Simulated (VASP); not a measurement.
# Al5Si11C11N5 (P1) in VASP: a series of runs

Aim: see how the results for Al5Si11C11N5 move with the level of theory and the settings. Levels: PBEsol, HSE06. Tasks: single point.

All numbers are computed with VASP 6.6.1; they aren't measurements. Logs are shortened: lines on timing, memory, paths and dates and some standing lists are left out, and cuts for length are marked.

**1. The cell of the first run**

The typed cell holds 96 atoms: a = 9.263 Å, b = 10.696 Å, c = 10.055 Å, α = 90.00°, β = 90.00°, γ = 90.00°.

**2. Single point, PBEsol**

File INCAR:

```
ALGO     = Normal         # electronic algorithm
EDIFF    = 1E-6           # SCF threshold, eV
ENCUT    = 700            # plane-wave cutoff, eV
GGA      = PS             # functional
GGA_COMPAT= F            
ISIF     = 2              # what is computed and relaxed
ISMEAR   = -1             # smearing method
ISYM     = -1           
LASPH    = T              # aspherical terms in the spheres
LCHARG   = T              # write CHGCAR
LELF     = T              # ELF
LREAL    = Auto         
LVHAR    = T            
LWAVE    = F              # write WAVECAR
NBANDS   = 246            # bands
NELM     = 120            # most SCF steps
PREC     = Accurate       # precision mode
SIGMA    = 0.05           # smearing width, eV
```

File KPOINTS:

```
explicit points
1
Reciprocal
  0.25000000   0.25000000   0.25000000 1
```

File POSCAR:

```
Al5Si11C11N5
1.0
    9.2632040000      0.0000000000      0.0000000000
    0.0000000000     10.6962270000      0.0000000000
    0.0000000000      0.0000000000     10.0554340000
Al Si N C
15 33 15 33
Direct
    0.1670610000      0.0827460000      0.2512130000
    0.3364380000      0.3327820000      0.2513250000
    0.1700610000      0.5838830000      0.2490060000
    0.8324150000      0.0832250000      0.2524120000
    0.6664010000      0.3353520000      0.7505760000
    0.4989880000      0.5855230000      0.2489340000
    0.6678150000      0.8305910000      0.2480970000
    0.6656200000      0.8317800000      0.7483830000
    0.0016700000      0.1660740000      0.4977830000
    0.3300120000      0.1662970000      0.9982160000
    0.1636680000      0.4135340000      0.4994810000
    0.1669060000      0.4195370000      0.9989640000
    0.6636900000      0.1680350000      0.9976990000
    0.4985680000      0.4184950000      0.4982300000
    0.3330470000      0.6656570000      0.4988840000
    0.1636230000      0.0852020000      0.7479220000
    0.0022850000      0.3338110000      0.2477050000
    0.9990110000      0.3342290000      0.7484570000
    0.4993580000      0.0860380000      0.2514510000
    0.4983610000      0.0823790000      0.7482650000
    0.3327000000      0.3332000000      0.7480940000
    0.1616790000      0.5820340000      0.7486320000
    0.0040280000      0.8356850000      0.2508610000
    0.0046230000      0.8302530000      0.7480960000
    0.8360810000      0.0795150000      0.7462110000
    0.6657160000      0.3350970000      0.2511780000
    0.4995430000      0.5823810000      0.7484110000
    0.3345230000      0.8314560000      0.2489930000
    0.3337310000      0.8321750000      0.7484170000
    0.8335610000      0.5874150000      0.2497670000
    0.8344430000      0.5845310000      0.7489910000
    0.9998740000      0.1670570000      0.0000110000
    0.3302940000      0.1629830000      0.5009690000
    0.9995370000      0.6657090000      0.4992000000
    0.9991090000      0.6620990000      0.9982510000
    0.6669450000      0.1658900000      0.4989800000
    0.4969780000      0.4141950000      0.0010250000
    0.3324000000      0.6685930000      0.0024680000
    0.1652300000      0.9178370000      0.4952300000
    0.1674780000      0.9150860000      0.0002830000
    0.8290390000      0.4169180000      0.5006520000
    0.8333970000      0.4196370000      0.9988170000
    0.6652380000      0.6686830000      0.4999710000
    0.6679930000      0.6683650000      0.9973860000
    0.4970690000      0.9165380000      0.4984480000
    0.5014430000      0.9158970000      0.0000640000
    0.8345140000      0.9175390000      0.4997060000
    0.8341910000      0.9204040000      0.9990390000
    0.9993260000      0.1673080000      0.1857850000
    0.1687650000      0.4161670000      0.6884790000
    0.6648630000      0.1680750000      0.1855440000
    0.5007350000      0.4156520000      0.1901950000
    0.1691380000      0.9153350000      0.1900830000
    0.1636230000      0.9150770000      0.6908940000
    0.6638370000      0.6694430000      0.1839810000
    0.8326670000      0.9168040000      0.1875310000
    0.3397280000      0.3337600000      0.4353700000
    0.1661760000      0.5813920000      0.9381440000
    0.9948270000      0.8331040000      0.9393740000
    0.8326630000      0.0821820000      0.4345320000
    0.8361040000      0.0819220000      0.9381840000
    0.6632230000      0.3298090000      0.9440110000
    0.4985060000      0.5842750000      0.4368760000
    0.9990670000      0.1655310000      0.6875080000
    0.3319120000      0.1679480000      0.1904650000
    0.3330580000      0.1631530000      0.6867020000
    0.1667670000      0.4142760000      0.1874570000
    0.9963320000      0.6631970000      0.1869980000
    0.9988690000      0.6684360000      0.6867900000
    0.6681810000      0.1654740000      0.6920820000
    0.4964050000      0.4134990000      0.6880060000
    0.3314250000      0.6679860000      0.1900580000
    0.3322450000      0.6667950000      0.6880790000
    0.8286950000      0.4146670000      0.1873740000
    0.8341150000      0.4160680000      0.6905310000
    0.6622130000      0.6644000000      0.6863900000
    0.5012410000      0.9129010000      0.1890370000
    0.4985690000      0.9133030000      0.6893660000
    0.8338690000      0.9194200000      0.6859500000
    0.1648690000      0.0816940000      0.4388100000
    0.1698580000      0.0844170000      0.9383370000
    0.0037380000      0.3329740000      0.4385080000
    0.9973360000      0.3334330000      0.9374330000
    0.4943650000      0.0829160000      0.4383540000
    0.5008950000      0.0826700000      0.9385680000
    0.3326720000      0.3331630000      0.9406780000
    0.1644610000      0.5794050000      0.4392640000
    0.0016680000      0.8302050000      0.4374500000
    0.6656220000      0.3339140000      0.4397620000
    0.5022450000      0.5833630000      0.9384410000
    0.3331400000      0.8347640000      0.4384960000
    0.3306530000      0.8311410000      0.9355980000
    0.8302860000      0.5810250000      0.4355080000
    0.8357130000      0.5840610000      0.9378210000
    0.6643890000      0.8373190000      0.4387920000
    0.6688420000      0.8335810000      0.9368650000
```

Potentials or basis: VASP PAW PBE potentials, release 64 (Al, Si, N, C).

Command:

```sh
cat potpaw_PBE.64/Al/POTCAR potpaw_PBE.64/Si/POTCAR potpaw_PBE.64/N/POTCAR potpaw_PBE.64/C/POTCAR > POTCAR
mpirun -np 1 vasp_std > vasp.out
```

OUTCAR:

```text
EDIFF = 1E-6
   ENCUT = 700
   GGA = PS
   ISIF = 2
   ISMEAR = -1
   ISYM = -1
   LASPH = T
   LREAL = Auto
   NELM = 120
   PREC = Accurate

 ion  position               nearest neighbor table
   1  0.167  0.083  0.251-  65 1.88  80 1.89  53 1.89  49 1.91  39 3.02  23 3.04   9 3.05  33 3.05
                            19 3.08  17 3.09  10 3.09  40 3.10  32 3.10   4 3.10   2 3.10  28 3.10
   2  0.336  0.333  0.251-  57 1.85  52 1.87  65 1.87  67 1.91  19 3.04  14 3.04  26 3.05  37 3.05
                            11 3.09   6 3.09  17 3.10   3 3.10  33 3.10   1 3.10  10 3.11  12 3.13
   3  0.170  0.584  0.249-  72 1.84  87 1.91  67 1.92  68 1.92  38 3.04   6 3.05  28 3.06  15 3.06
                            12 3.07  35 3.09  17 3.09   2 3.10  34 3.10  23 3.10  11 3.11  30 3.12
   4  0.832  0.083  0.252-  60 1.83  56 1.90  49 1.91  51 1.92  36 3.05  47 3.05   9 3.05  19 3.09
                            48 3.09  23 3.09   1 3.10   7 3.10  26 3.11  32 3.11  17 3.11  13 3.13
   5  0.666  0.335  0.751-  75 1.88  71 1.89  70 1.91  62 1.95  41 3.06  27 3.06  13 3.06  42 3.07
                            18 3.08  37 3.08  31 3.09  21 3.09  14 3.11  36 3.11  20 3.12  25 3.16
   6  0.499  0.586  0.249-  72 1.88  55 1.89  63 1.89  52 1.91  28 3.04   3 3.05  38 3.05   7 3.05
                            15 3.07  14 3.08  43 3.09  26 3.09  37 3.09   2 3.09  30 3.10  44 3.10
   7  0.668  0.831  0.248-  55 1.84  77 1.87  56 1.88  95 1.92  30 3.02   6 3.05  44 3.06  43 3.07
                            46 3.07  28 3.09  48 3.09   4 3.10  47 3.11  45 3.11  23 3.12  19 3.15
   8  0.666  0.832  0.748-  78 1.87  96 1.90  76 1.90  79 1.92  43 3.05  44 3.05  31 3.07  29 3.07
                            27 3.08  25 3.08  46 3.09  47 3.09  45 3.09  20 3.10  48 3.11  24 3.14
   9  0.002  0.166  0.498-  80 1.86  82 1.88  64 1.91  60 1.91  11 3.04  33 3.04   1 3.05  16 3.05
[... 37 lines left out ...]
  28  0.335  0.831  0.249-  72 1.85  53 1.87  77 1.87  91 1.91  38 3.03   6 3.04   3 3.06  23 3.06
                            45 3.06  39 3.07  40 3.07  15 3.08  46 3.08   7 3.09   1 3.10  19 3.12
  29  0.334  0.832  0.748-  78 1.85  73 1.87  92 1.88  54 1.90  24 3.05  45 3.07   8 3.07  15 3.08
                            20 3.08  27 3.08  40 3.09  38 3.10  46 3.10  22 3.11  39 3.12  16 3.13
  30  0.834  0.587  0.250-  68 1.82  93 1.87  55 1.92  74 1.95   7 3.02  34 3.06  35 3.06  43 3.08
                            44 3.09  23 3.09  42 3.10   6 3.10  41 3.11  26 3.11   3 3.12  17 3.13
  31  0.834  0.585  0.749-  69 1.88  75 1.90  94 1.90  76 1.92  22 3.03  35 3.05  24 3.06  34 3.07
                            44 3.07  42 3.07   8 3.07  41 3.07  18 3.08   5 3.09  43 3.09  27 3.10
  32  1.000  0.167  0.000-  49 1.87  61 1.88  83 1.89  81 1.91  48 3.05  10 3.06  17 3.06  16 3.08
                             1 3.10  18 3.10   4 3.11  40 3.11  42 3.11  12 3.11  25 3.11  13 3.11
  33  0.330  0.163  0.501-  84 1.85  66 1.87  80 1.87  57 1.94  39 3.04  16 3.04   9 3.04   1 3.05
                            45 3.06  20 3.06  19 3.07  21 3.08  11 3.09   2 3.10  36 3.12  14 3.15
  34  1.000  0.666  0.499-  88 1.87  87 1.88  69 1.89  93 1.92  22 3.06  30 3.06  24 3.06  31 3.07
                            23 3.09  15 3.09  41 3.09  11 3.10   3 3.10  43 3.10  47 3.10  39 3.10
  35  0.999  0.662  0.998-  94 1.83  58 1.87  68 1.90  59 1.92  42 3.01  12 3.02  31 3.05  22 3.05
                            30 3.06  44 3.07  38 3.09  24 3.09   3 3.09  40 3.12  23 3.15
  36  0.667  0.166  0.499-  60 1.89  89 1.89  84 1.93  70 1.94   4 3.05  19 3.06  41 3.08  47 3.08
                            26 3.08  25 3.08  20 3.09  45 3.10   9 3.10   5 3.11  33 3.12  14 3.12
  37  0.497  0.414  0.001-  86 1.85  62 1.87  52 1.90  90 1.92   2 3.05  13 3.05  12 3.06  10 3.07
                            26 3.08   5 3.08  21 3.09   6 3.09  27 3.11  42 3.12  38 3.12  44 3.15
  38  0.332  0.669  0.002-  92 1.86  72 1.89  58 1.91  90 1.93  28 3.03   3 3.04  40 3.05   6 3.05
                            12 3.07  46 3.07  35 3.09  29 3.10  44 3.11  37 3.12  27 3.13  22 3.14
  39  0.165  0.918  0.495-  80 1.84  88 1.87  91 1.88  54 1.97  23 3.01   1 3.02  33 3.04   9 3.06
                            47 3.06  28 3.07  45 3.07  24 3.09  34 3.10  16 3.11  15 3.11  29 3.12
  40  0.167  0.915  0.000-  92 1.87  53 1.91  81 1.92  59 1.92  38 3.05  23 3.06  28 3.07  10 3.08
                            24 3.09  48 3.09  46 3.09  29 3.09   1 3.10  32 3.11  16 3.12  35 3.12
  41  0.829  0.417  0.501-  89 1.86  93 1.87  75 1.91  82 1.95   5 3.06  26 3.06  14 3.06  31 3.07
[... 321 lines left out ...]
   EFERMI =   0.00;   METHOD = LEGACY
   ISMEAR =    -1;   SIGMA  =   0.05  broadening in eV -4-tet -1-fermi 0-gaus
   EFERMI_NEDOS =   21; number of points for ismear=-14 and -15
   IALGO  =     38    algorithm
   IMIX   =      4    mixing-type and parameters
     AMIX     =   0.40;   BMIX     =  1.00
     AMIX_MAG =   1.60;   BMIX_MAG =  1.00
  volume/ion in A,a.u.               =      10.38        70.04
  Fermi-wavevector in a.u.,A,eV,Ry     =   1.191391  2.251403 19.312283  1.419413
  Thomas-Fermi vector in A             =   2.327454
   LORBIT       =      0    0 simple, 1 ext, 2 COOP (PROOUT), +10 PAW based schemes
   GGA     = PS    functional components
   LHFCALC =     F    Hartree Fock is set to
   AEXX    =    0.0000 exact exchange contribution
   IVDW    =     0    specifies the selected vdW correction
   LEPSILON=     F    determine dielectric tensor
   LRPA    =     F    only Hartree local field effects (RPA)
 non-spin polarized calculation
  energy-cutoff  :      700.00
  volume of cell :      996.31
 maximum number of plane-waves:     41876
 NGX is ok and might be reduce to    80
   NGX = 39   NGY = 47   NGZ = 43

 number of electron     383.9999999 magnetization

 Free energy of the ion-electron system (eV)
  ---------------------------------------------------
  ext. energy  EPLUGINS =         0.00000000
  ---------------------------------------------------
  free energy    TOTEN  =      -739.13397494 eV

  energy without entropy =     -739.13397452  energy(sigma->0) =     -739.13397473

 E-fermi :   9.4395     XC(G=0): -11.3929

 val. band max:        8.6438376957   @ k =   0.2500   0.2500   0.2500
 cond. band min:      10.2363669527   @ k =   0.2500   0.2500   0.2500
 fundamental gap:      1.5925292570
 Fermi energy:         9.4395461623

 k-point     1 :       0.2500    0.2500    0.2500
  band No.  band energies     occupation
      1     -10.2812      2.00000
      2      -9.2944      2.00000
      3      -9.1067      2.00000
      4      -8.9730      2.00000
      5      -8.8983      2.00000
      6      -8.5507      2.00000
[... 196 lines left out ...]
    203      11.4212      0.00000
    204      11.5449      0.00000
 [bands above 204 left out]

------------------------ aborting loop because EDIFF is reached ----------------------------------------

  FORCE on cell =-STRESS in cart. coord.  units (eV):
  Direction    XX          YY          ZZ          XY          YZ          ZX
  --------------------------------------------------------------------------------------
  -------------------------------------------------------------------------------------
  Total        8.4246965     11.0923655     13.4961545      4.1076303     -0.2384700     -0.1469786
  in kB       13.5479064     17.8378330     21.7034094      6.6055543     -0.3834878     -0.2363590
  external PRESSURE =      17.6963830 kB  Pullay stress =       0.0000000 kB

 VOLUME and BASIS-vectors are now :
 -----------------------------------------------------------------------------
  energy-cutoff  :      700.00
  volume of cell :      996.31
      direct lattice vectors                 reciprocal lattice vectors
     9.263204000  0.000000000  0.000000000     0.107954008  0.000000000  0.000000000
     0.000000000 10.696227000  0.000000000     0.000000000  0.093490910  0.000000000
     0.000000000  0.000000000 10.055434000     0.000000000  0.000000000  0.099448716

 POSITION                                       TOTAL-FORCE (eV/Angst)
 -----------------------------------------------------------------------------------
      1.54752      0.88507      2.52606         1.011719      1.349317     -0.378329
      3.11649      3.55951      2.52718        -1.511892     -0.214975     -0.091947
      1.57531      6.24535      2.50386        -0.878738     -1.972837      1.385905
      7.71083      0.89019      2.53811        -0.218717      0.961290     -0.626536
      6.17301      3.58700      7.54737        -0.835454     -0.318385      0.383114
      4.62223      6.26289      2.50314         0.100617     -0.415626      0.575048
[... 88 lines left out ...]
      6.15437      8.95615      4.41224         1.159868     -0.518092      1.033909
      6.19562      8.91617      9.42058         1.204518      0.154562      2.764787
 -----------------------------------------------------------------------------------
    total drift:                               -0.013471      0.011197     -0.010819

  FREE ENERGIE OF THE ION-ELECTRON SYSTEM (eV)
  ---------------------------------------------------
  free  energy   TOTEN  =      -739.1339749359 eV

  energy  without entropy=     -739.1339745183  energy(sigma->0) =     -739.13397473
```

It took 12 min on 1 thread of Intel Xeon 6975P-C (Granite Rapids), shared host; peak memory 1.4 GiB.

Results:

```yaml
Free_energy: -739.1340 eV
Pressure: 1.8 GPa
Largest_force: 5.493 eV/Å
Band_gap_on_the_k_mesh: 1.59 eV
```

Forces on the atoms (eV/Å):
```
Al   1.012  1.349 -0.378
Al  -1.512 -0.215 -0.092
Al  -0.879 -1.973  1.386
Al  -0.219  0.961 -0.627
Al  -0.835 -0.318  0.383
Al   0.101 -0.416  0.575
Al  -0.440  0.020  0.315
Al   0.023 -0.098 -0.548
Al  -0.802  0.654 -0.150
Al   2.097  0.661  1.882
Al   1.906  0.609 -1.233
Al   0.337 -1.620  1.723
Al  -0.489 -0.620  0.141
Al  -0.705  0.190  0.477
Al  -0.672 -0.676 -0.850
Si   0.158  0.311  0.351
Si   1.587  1.272  1.165
Si  -0.358 -0.709  0.028
Si  -2.166 -0.231 -1.333
Si   0.981 -0.696  1.271
Si   1.306  0.237  1.534
Si   2.245  0.022 -1.144
Si  -0.409 -1.833 -0.326
Si  -1.829  1.331 -1.031
Si  -0.686  1.605 -0.461
Si  -0.516 -0.399  0.435
Si  -0.334 -1.095 -0.526
Si   1.134 -0.297  0.975
Si   0.990 -0.482 -0.604
Si  -0.795 -1.144 -0.132
Si  -1.866 -0.699 -0.879
Si   1.167  0.802 -0.084
Si  -0.054  1.746 -1.642
Si   1.729 -2.061 -1.590
Si   0.229 -0.380  1.674
Si  -0.504  0.396  0.816
Si  -0.507 -0.505 -0.358
Si   0.821 -0.739  0.764
Si   1.295  0.280 -0.382
Si   1.129  1.547  0.074
Si   1.785 -1.181 -0.360
Si  -0.255 -1.626  0.173
Si  -0.782 -0.546 -0.144
Si  -0.357  0.350  0.530
Si  -0.077  0.056  0.568
Si   0.015  1.624  0.199
Si  -0.854 -0.030 -0.291
Si  -2.000 -0.702  0.113
N   -1.304 -0.216 -1.455
N   -0.929  0.026  2.193
N    0.108  0.639  1.542
N    2.427 -0.146 -1.389
N   -1.864 -1.501 -1.777
N    0.048 -0.208  0.213
N    2.212 -1.874 -0.815
N    2.785  0.264 -1.783
N   -0.975 -1.992  1.941
N   -0.967  3.217 -1.684
N    1.206  0.030  0.011
N   -1.358 -1.254  1.141
N    1.357 -1.039  0.731
N    0.847  3.119  0.863
N    2.281  0.928 -0.170
C    0.157 -0.024  2.246
C    2.241 -1.854  0.455
C   -1.125  0.520 -0.080
C   -1.693 -0.318  0.255
C   -0.930  3.392 -1.807
C    0.339 -0.018  1.515
C    0.559 -2.005 -0.960
C   -1.619  1.662  1.097
C    0.522  2.282 -2.684
C   -0.942 -0.198  2.783
C   -0.104  0.517 -0.635
C    2.218  1.804 -0.604
C    1.103 -1.669 -0.313
C   -1.418  1.660 -0.975
C   -2.497  1.614 -1.088
C    2.980 -0.462  0.487
C    1.088 -1.740  1.424
C   -4.377 -3.226 -0.780
C   -3.825 -0.241 -1.568
C   -1.932 -0.926 -0.798
C    2.076  0.301  0.202
C    0.008 -2.300 -1.535
C    1.540  1.734 -2.498
C   -1.567  2.052  1.458
C   -0.819  1.615 -0.152
C    1.375 -1.638 -1.816
C   -0.123 -0.132  0.870
C   -0.655  1.582 -0.695
C   -1.080  0.017  0.400
C   -0.643  1.437  0.318
C   -0.234  0.204 -0.274
C    1.160 -0.518  1.034
C    1.205  0.155  2.765
```

Caveat: the PAW data sets were made with another functional, which shifts forces and pressure a little; a shifted mesh leaves out Γ, where band edges can lie.

[end of part 1 of 2]
